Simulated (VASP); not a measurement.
Here is a VASP 6.6.1 calculation.

File INCAR:

```
SYSTEM = Y3F2
ALGO     = Normal         ! electronic algorithm
EDIFF    = 1E-6           ! SCF threshold, eV
ENCUT    = 520            ! plane-wave cutoff, eV
GGA      = PE             ! functional
ISIF     = 2              ! what is computed and relaxed
ISMEAR   = 0              ! smearing method
LASPH    = .TRUE.         ! aspherical terms in the spheres
LCHARG   = .FALSE.        ! write CHGCAR
LREAL    = .FALSE.        ! projectors in reciprocal space
LWAVE    = .FALSE.        ! write WAVECAR
NBANDS   = 32             ! bands
NELM     = 80             ! most SCF steps
PREC     = Accurate       ! precision mode
SIGMA    = 0.2            ! smearing width, eV
```

KPOINTS

```
k-points
0
G
  4 4 3
  0 0 0
```

Contents of POSCAR:

```
Y3F2
1.0
    5.5508342792      0.0000000000      0.0000000000
    0.0000000000      3.3801755136      0.0000000000
    0.0000000000      0.0000000000      6.2293097047
Y F
3 2
Direct
    0.5000000000      0.5000000000      0.2564495332
    0.5000000000      0.5000000000      0.7435504668
    0.0000000000      0.0000000000      0.0000000000
    0.7124665195      0.0000000000      0.5000000000
    0.2875334805      0.0000000000      0.5000000000
```

Potentials or basis: VASP PAW PBE potentials, release 64 (Y_sv, F).

Launch:

```console
$ cat potpaw_PBE.64/Y_sv/POTCAR potpaw_PBE.64/F/POTCAR > POTCAR
$ mpirun -np 1 vasp_std > vasp.out
```

(1) Estimate the largest force.

(2) Predict the band gap on the k mesh.

(3) Predict the pressure.

Results:

(1) 0.045 eV/Å.

(2) zero (an odd number of electrons rules out a gap without spin polarisation).

(3) 0.0 GPa.

Caveat: the k points lie up to 0.46 Å⁻¹ apart, too coarse for converged energies and pressures of a metal; an odd number of electrons without spin polarisation forces a metal; a magnetic or distorted state may lie lower.
